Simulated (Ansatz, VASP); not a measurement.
# Sn2Ir in VASP and in Ansatz

Contents of INCAR:

```
SYSTEM = Sn2Ir
ALGO = Normal
EDIFF = 1E-6
ENCUT = 520
ISIF = 2
ISMEAR = -1
LASPH = .TRUE.
LCHARG = .TRUE.
LELF = .TRUE.
LREAL = .FALSE.
LVHAR = .TRUE.
LWAVE = .FALSE.
NBANDS = 26
NELM = 100
PREC = Accurate
SIGMA = 0.03
```

File KPOINTS:

```
k-points
0
G
  10 10 10
  0 0 0
```

The input POSCAR:

```
Sn2Ir
1.0
    0.0000000000      3.1899873666      3.1899873666
    3.1899873666      0.0000000000      3.1899873666
    3.1899873666      3.1899873666      0.0000000000
Sn Ir
2 1
Direct
    0.2500000000      0.2500000000      0.2500000000
    0.7500000000      0.7500000000      0.7500000000
    0.0000000000      0.0000000000      0.0000000000
```

Input for Ansatz:

```yaml
crystal:
  lattice:
    - [0.0, 3.1899873666, 3.1899873666]
    - [3.1899873666, 0.0, 3.1899873666]
    - [3.1899873666, 3.1899873666, 0.0]
  atoms:
    - { symbol: Sn, position: [0.25, 0.25, 0.25] }
    - { symbol: Sn, position: [0.75, 0.75, 0.75] }
    - { symbol: Ir, position: [0.0, 0.0, 0.0] }
kpoints:
  mp_grid: { grid: [10, 10, 10] }
  band_path:
    path:
      - [0.0, 0.0, 0.0]
      - [0.5, 0.0, 0.5]
      - [0.625, 0.25, 0.625]
      - [0.375, 0.375, 0.75]
      - [0.0, 0.0, 0.0]
      - [0.5, 0.5, 0.5]
      - [0.5, 0.25, 0.75]
      - [0.5, 0.0, 0.5]
    npoints: 5
scf:
  occupations: { method: fermi_dirac, width: 0.03 }
hamiltonian:
  xc: lda
  pseudopotentials: { kind: all_electron, lapw: { basis_error: 0.001 } }
output:
  forces: true
  stress: true
  eigenvalues: true
```

Change from the starting cell: volume scaled by 1.02.

Alike in both runs: task single point; functional LDA; k mesh 10 × 10 × 10; occupations fermi-dirac, width 0.03 eV; no spin polarisation.

|  | VASP | Ansatz |
| --- | --- | --- |
| version | VASP 6.6.1 | Ansatz 0.2.0 |
| potentials or method | VASP PAW LDA potentials, release 64 (Sn_d, Ir), cutoff 520 eV | all-electron LAPW, scalar-relativistic |

Ansatz gave:

```
pressure (GPa) : -4.5
```

What did VASP give for the same quantities?

Pressure (GPa): -4.2.

LDA's correlation is that of Perdew and Zunger in VASP and of Perdew and Wang (1992) in Ansatz. Ansatz ran all-electron here, and VASP with PAW potentials.

Neither program's run includes spin-orbit coupling.
